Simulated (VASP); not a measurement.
Wanted: the native input for a VASP 6.6.1 run.

| Item | Value |
| --- | --- |
| Task | relaxation of cell and atoms |
| Functional | PBEsol |
| Potentials or basis | VASP PAW PBE potentials, release 64 (Si, N) |
| Cutoff | 600 eV |
| k mesh | 6 × 6 × 6 |
| Occupations | fermi-dirac, width 0.02 eV |
| Spin | no spin polarisation |
| Dipole correction | no |
| Further INCAR settings | ALGO = Normal; EDIFF = 1e-06; IBRION = 2; EDIFFG = -0.005; NSW = 80; ISIF = 3 |

The structure of Si3N4 lies in POSCAR:

```
Si3N4
1.0
   -3.2451927048      3.2451927048      3.2451927048
    3.2451927048     -3.2451927048      3.2451927048
    3.2451927048      3.2451927048     -3.2451927048
Si N
6 8
Direct
    0.3750000000      0.2500000000      0.6250000000
    0.6250000000      0.3750000000      0.2500000000
    0.8750000000      0.1250000000      0.7500000000
    0.2500000000      0.6250000000      0.3750000000
    0.7500000000      0.8750000000      0.1250000000
    0.1250000000      0.7500000000      0.8750000000
    0.5000000000      0.0000000000      0.0627124369
    0.5627124369      0.5000000000      0.0000000000
    0.9372875631      0.9372875631      0.9372875631
    0.0000000000      0.5627124369      0.5000000000
    0.4372875631      0.4372875631      0.4372875631
    0.0000000000      0.0627124369      0.5000000000
    0.5000000000      0.0000000000      0.5627124369
    0.0627124369      0.5000000000      0.0000000000
```

These files were run (other wordings do the same):

INCAR

```
PREC = Accurate
ENCUT = 600
EDIFF = 1E-6
ISMEAR = -1
SIGMA = 0.02
LREAL = False
LASPH = True
NELM = 100
ALGO = Normal
ISIF = 3
LWAVE = False
LCHARG = False
GGA = PS
IBRION = 2
NSW = 80
EDIFFG = -0.005
```

KPOINTS

```
regular mesh
0
Gamma
  6 6 6
```

Potentials or basis: VASP PAW PBE potentials, release 64 (Si, N).

The run is started by

```console
$ cat potpaw_PBE.64/Si/POTCAR potpaw_PBE.64/N/POTCAR > POTCAR
$ mpirun -np 1 vasp_std > vasp.out
```

Results of the run:

```yaml
Relaxed_volume: 9.61 Å³/atom
Relaxed_cell: a = 5.590 Å, b = 5.590 Å, c = 5.590 Å, α = 109.47°, β = 109.47°, γ = 109.47°
Space_group_after_relaxing_to_0.05_Å: I-43d (No. 220)
Energy_gained_by_relaxing: 2.0 meV/atom
Ionic_steps: 7
Pressure_after_relaxing: 0.1 GPa
Band_gap_on_the_k_mesh: 3.97 eV, indirect (least direct gap 4.14 eV)
```

Caveat: the PAW data sets were made with another functional, which shifts forces and pressure a little.

It took 9 min on 1 thread of Oxide Virtual Turin-like Processor (shared host), peak memory 0.33 GiB.
